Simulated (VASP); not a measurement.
# CO2 (P4_2/mnm) in VASP: notebook

Runs on CO2. Level: PBE. Tasks: electric field gradients, single point.

Everything below comes from runs of VASP 6.6.1. Logs are shortened: lines on timing, memory, paths and dates and some standing lists are left out, and cuts for length are marked.

## (1) The cell of the first run

The structure is tetragonal, space group P4_2/mnm (No. 136). The conventional cell has a = 3.516 Å, b = 3.516 Å, c = 4.104 Å, α = 90.00°, β = 90.00°, γ = 90.00°. Within 1.5 Å of C (site symmetry mmm) lie 2 O at 1.14 Å. Within 1.5 Å of O (site symmetry m2m) lie 1 C at 1.14 Å.

## (2) Electric field gradients, PBE

Input file INCAR:

```
ALGO = Normal
EDIFF = 1E-8
ENCUT = 520
GGA = PE
ISIF = 2
ISMEAR = -1
LASPH = T
LCHARG = F
LEFG = T
LREAL = F
LWAVE = F
NBANDS = 25
NELM = 80
PREC = Accurate
SIGMA = 0.01
```

Input file KPOINTS:

```
k-points
0
Gamma
  6 6 6
```

Input file POSCAR:

```
CO2
1.0
    3.5161000000      0.0000000000      0.0000000000
    0.0000000000      3.5161000000      0.0000000000
    0.0000000000      0.0000000000      4.1043000000
C O
2 4
Direct
    0.0000000000      0.0000000000      0.0000000000
    0.5000000000      0.5000000000      0.5000000000
    0.2300000000      0.2300000000      0.0000000000
    0.2700000000      0.7300000000      0.5000000000
    0.7700000000      0.7700000000      0.0000000000
    0.7300000000      0.2700000000      0.5000000000
```

Potentials or basis: VASP PAW PBE potentials, release 64 (C, O).

Command:

```bash
cat potpaw_PBE.64/C/POTCAR potpaw_PBE.64/O/POTCAR > POTCAR
mpirun -np 1 vasp_std > vasp.out
```

OUTCAR:

```text
EDIFF = 1E-8
   ENCUT = 520
   GGA = PE
   ISIF = 2
   ISMEAR = -1
   LASPH = T
   LREAL = F
   NELM = 80
   PREC = Accurate

 ion  position               nearest neighbor table
   1  0.000  0.000  0.000-   3 1.14   5 1.14
   2  0.500  0.500  0.500-   4 1.14   6 1.14
   3  0.230  0.230  0.000-   1 1.14
   4  0.270  0.730  0.500-   2 1.14
   5  0.770  0.770  0.000-   1 1.14
   6  0.730  0.270  0.500-   2 1.14

  LATTYP: Found a simple tetragonal cell.
 ALAT       =     3.5161000000
 C/A-ratio  =     1.1672876198

  Lattice vectors:

 A1 = (   3.5161000000,   0.0000000000,   0.0000000000)
 A2 = (   0.0000000000,   3.5161000000,   0.0000000000)
 A3 = (   0.0000000000,   0.0000000000,   4.1043000000)

Analysis of symmetry for initial positions (statically):
=====================================================================
 Subroutine PRICEL returns:
 Original cell was already a primitive cell.

 Routine SETGRP: Setting up the symmetry group for a
 simple tetragonal supercell.

 Subroutine GETGRP returns: Found 16 space group operations
 (whereof  8 operations were pure point group operations)
 out of a pool of 16 trial point group operations.

The static configuration has the point symmetry D_2h.
 The point group associated with its full space group is D_4h.

Analysis of symmetry for dynamics (positions and initial velocities):
=====================================================================
 Subroutine PRICEL returns:
 Original cell was already a primitive cell.

 Routine SETGRP: Setting up the symmetry group for a
 simple tetragonal supercell.

 Subroutine GETGRP returns: Found 16 space group operations
 (whereof  8 operations were pure point group operations)
 out of a pool of 16 trial point group operations.

The dynamic configuration has the point symmetry D_2h.
 The point group associated with its full space group is D_4h.

 Subroutine INISYM returns: Found 16 space group operations
 (whereof  8 operations are pure point group operations),
 and found     1 'primitive' translations
[... 147 lines left out ...]
  free energy    TOTEN  =       -43.81831758 eV

  energy without entropy =      -43.81831758  energy(sigma->0) =      -43.81831758

 E-fermi :   1.7776     XC(G=0): -10.8005

 val. band max:        1.4568249091   @ k =   0.5000   0.5000   0.5000
 cond. band min:       7.3230917965   @ k =   0.0000   0.0000   0.0000
 fundamental gap:      5.8662668874
 Fermi energy:         1.7775682872

 k-point     1 :       0.0000    0.0000    0.0000
  band No.  band energies     occupation
      1     -21.4612      2.00000
      2     -20.1568      2.00000
      3     -19.3093      2.00000
      4     -19.3093      2.00000
      5      -6.1138      2.00000
      6      -5.9697      2.00000
[... 661 lines left out ...]
     24      18.3649      0.00000
     25      19.0314      0.00000

 [... further k-points ...]
[... 5 lines left out ...]
  --------------------------------------------------------------------------------------
  -------------------------------------------------------------------------------------
  Total       14.4500658     14.4500658      8.4557664      0.0000000      0.0000000      0.0000000
  in kB      456.2668032    456.2668032    266.9943208      0.0000000      0.0000000      0.0000000
  external PRESSURE =     393.1759757 kB  Pullay stress =       0.0000000 kB

 VOLUME and BASIS-vectors are now :
 -----------------------------------------------------------------------------
  energy-cutoff  :      520.00
  volume of cell :       50.74
      direct lattice vectors                 reciprocal lattice vectors
     3.516100000  0.000000000  0.000000000     0.284406018  0.000000000  0.000000000
     0.000000000  3.516100000  0.000000000     0.000000000  0.284406018  0.000000000
     0.000000000  0.000000000  4.104300000     0.000000000  0.000000000  0.243646907

 POSITION                                       TOTAL-FORCE (eV/Angst)
 -----------------------------------------------------------------------------------
      0.00000      0.00000      0.00000        -0.000000      0.000000      0.000000
      1.75805      1.75805      2.05215        -0.000000      0.000000      0.000000
      0.80870      0.80870      0.00000         1.723161      1.723161     -0.000000
      0.94935      2.56675      2.05215        -1.723161      1.723161      0.000000
      2.70740      2.70740      0.00000        -1.723161     -1.723161      0.000000
      2.56675      0.94935      2.05215         1.723161     -1.723161      0.000000
 -----------------------------------------------------------------------------------
    total drift:                                0.000000     -0.000000      0.000000

  FREE ENERGIE OF THE ION-ELECTRON SYSTEM (eV)
  ---------------------------------------------------
  free  energy   TOTEN  =       -43.8183175818 eV

  energy  without entropy=      -43.8183175818  energy(sigma->0) =      -43.81831758

 Electric field gradients (V/A^2)
---------------------------------------------------------------------
 ion       V_xx      V_yy      V_zz      V_xy      V_xz      V_yz
---------------------------------------------------------------------
   1     -14.357   -14.357    28.714   -37.336     0.000    -0.000
   2     -14.357   -14.357    28.714    37.336     0.000     0.000
   3      13.470    13.470   -26.941    49.347     0.000    -0.000
   4      13.470    13.470   -26.941   -49.347     0.000    -0.000
   5      13.470    13.470   -26.941    49.347    -0.000     0.000
   6      13.470    13.470   -26.941   -49.347     0.000     0.000
---------------------------------------------------------------------

 Electric field gradients after diagonalization (V/A^2)
 (convention: |V_zz| > |V_xx| > |V_yy|)
----------------------------------------------------------------------
 ion       V_xx      V_yy      V_zz     asymmetry (V_yy - V_xx)/ V_zz
----------------------------------------------------------------------
   1      28.714    22.979   -51.693       0.111
   2      28.714    22.979   -51.693       0.111
   3     -35.876   -26.941    62.817       0.142
   4     -35.876   -26.941    62.817       0.142
   5     -35.876   -26.941    62.817       0.142
   6     -35.876   -26.941    62.817       0.142
----------------------------------------------------------------------

           NMR quadrupolar parameters

 Cq : quadrupolar parameter    Cq=e*Q*V_zz/h
 eta: asymmetry parameters     (V_yy - V_xx)/ V_zz
 Q  : nuclear electric quadrupole moment in mb (millibarn)
----------------------------------------------------------------------
 ion       Cq(MHz)       eta       Q (mb)
----------------------------------------------------------------------
   1      -0.125       0.111       1.000
   2      -0.125       0.111       1.000
   3       0.152       0.142       1.000
   4       0.152       0.142       1.000
   5       0.152       0.142       1.000
   6       0.152       0.142       1.000
----------------------------------------------------------------------
```

Wall time 66 s (1 thread of Intel Xeon Platinum 8375C at 2.90GHz (Ice Lake), shared host); peak memory 0.17 GiB.

What came out:

```
Free energy                             : -43.8183 eV
Pressure                                : 39.3 GPa
Largest force                           : 2.437 eV/Å
Band gap on the k mesh                  : 5.87 eV (least direct gap 6.60 eV)
Largest electric field gradient by atom : C -51.7; O +62.8 V/Å²
```

Forces in eV/Å, atoms in the order of the input:
```
C    0.000  0.000  0.000
C    0.000  0.000  0.000
O    1.723  1.723  0.000
O   -1.723  1.723  0.000
O   -1.723 -1.723  0.000
O    1.723 -1.723  0.000
```

Levels at points of the mesh, in eV from the valence-band top:
```tsv
k point	band 14	band 15	band 16	band 17	band 18	band 19
(0.00, 0.00, 0.00)	-1.93	-1.42	-1.42	5.87	6.57	6.57
(0.50, 0.00, 0.00)	-1.71	-1.23	-1.23	7.62	7.62	7.73
(0.50, 0.50, 0.00)	-2.09	-0.01	-0.01	7.90	7.90	8.32
(0.00, 0.00, 0.50)	-2.95	-1.32	-1.32	7.10	7.10	7.41
(0.50, 0.00, 0.50)	-2.66	-0.90	-0.90	7.27	7.27	8.40
(0.50, 0.50, 0.50)	-1.26	0.00	0.00	6.60	6.60	8.31
```

Electric field gradients, principal values (V/Å²):
| atom | least | middle | greatest (by size) |
| --- | --- | --- | --- |
| 1 C | 22.979 | 28.714 | -51.693 |
| 2 C | 22.979 | 28.714 | -51.693 |
| 3 O | -26.941 | -35.876 | 62.817 |
| 4 O | -26.941 | -35.876 | 62.817 |
| 5 O | -26.941 | -35.876 | 62.817 |
| 6 O | -26.941 | -35.876 | 62.817 |

Caveat: the stress differs along the axes, from 27 to 46 GPa; this functional lacks dispersion, which holds the molecules together, so the pressure and a relaxed volume are unreliable; without QUAD_EFG the Cq values of the log hold for a quadrupole moment of 1 mb, not for the nuclei; forces of over 1 eV/Å act on the atoms, so gaps and moduli don't describe the material at rest. A k mesh can miss the band edges.

## (3) Single point, PBE

POSCAR is that of step 2.

Input file INCAR.step1:

```
PREC     = Accurate       # precision mode
ENCUT    = 520            # plane-wave cutoff, eV
EDIFF    = 1E-6           # SCF threshold, eV
ISMEAR   = -1             # smearing method
SIGMA    = 0.01           # smearing width, eV
LREAL    = False          # projectors in reciprocal space
LASPH    = True           # aspherical terms in the spheres
NELM     = 80             # most SCF steps
ALGO     = Normal         # electronic algorithm
ISIF     = 2              # what is computed and relaxed
LWAVE    = False          # write WAVECAR
LCHARG   = True           # write CHGCAR
GGA      = PE             # functional
NBANDS   = 25             # bands
```

Input file KPOINTS.step1:

```
Automatic mesh
0
Gamma
  6 6 6
```

Input file INCAR.step2:

```
PREC     = Accurate       # precision mode
ENCUT    = 520            # plane-wave cutoff, eV
EDIFF    = 1E-6           # SCF threshold, eV
ISMEAR   = -5             # smearing method
SIGMA    = 0.01           # smearing width, eV
LREAL    = False          # projectors in reciprocal space
LASPH    = True           # aspherical terms in the spheres
NELM     = 80             # most SCF steps
ALGO     = Normal         # electronic algorithm
ISIF     = 2              # what is computed and relaxed
LWAVE    = False          # write WAVECAR
LCHARG   = False          # write CHGCAR
GGA      = PE             # functional
LORBIT   = 11             # projections on sites
NEDOS    = 2001           # points of the DOS
ICHARG   = 11             # starting density
```

Input file KPOINTS.step2:

```
Automatic mesh
0
Gamma
  9 9 9
```

Potentials or basis: VASP PAW PBE potentials, release 64 (C, O).

Command:

```bash
cat potpaw_PBE.64/C/POTCAR potpaw_PBE.64/O/POTCAR > POTCAR
cp INCAR.step1 INCAR
cp KPOINTS.step1 KPOINTS
mpirun -np 1 vasp_std > vasp.out
cp INCAR.step2 INCAR
cp KPOINTS.step2 KPOINTS
mpirun -np 1 vasp_std > vasp.out
```

It took 1.9 min on 1 thread of Intel Xeon Platinum 8375C at 2.90GHz (Ice Lake), shared host; peak memory 0.18 GiB.

It converged, with:

```yaml
Valence_electrons_inside_the_program's_atomic_spheres: C 2.85; O 5.25
```

Levels at points of the mesh, in eV from the valence-band top:
| k point | band 12 | band 13 | band 14 | band 15 | band 16 | band 17 | band 18 | band 19 | band 20 |
| --- | --- | --- | --- | --- | --- | --- | --- | --- | --- |
| (0.00, 0.00, 0.00) | -3.55 | -3.36 | -1.87 | -1.37 | -1.37 | 5.92 | 6.63 | 6.63 | 7.37 |

Caveat: this functional lacks dispersion, which holds the molecules together, so the pressure and a relaxed volume are unreliable.
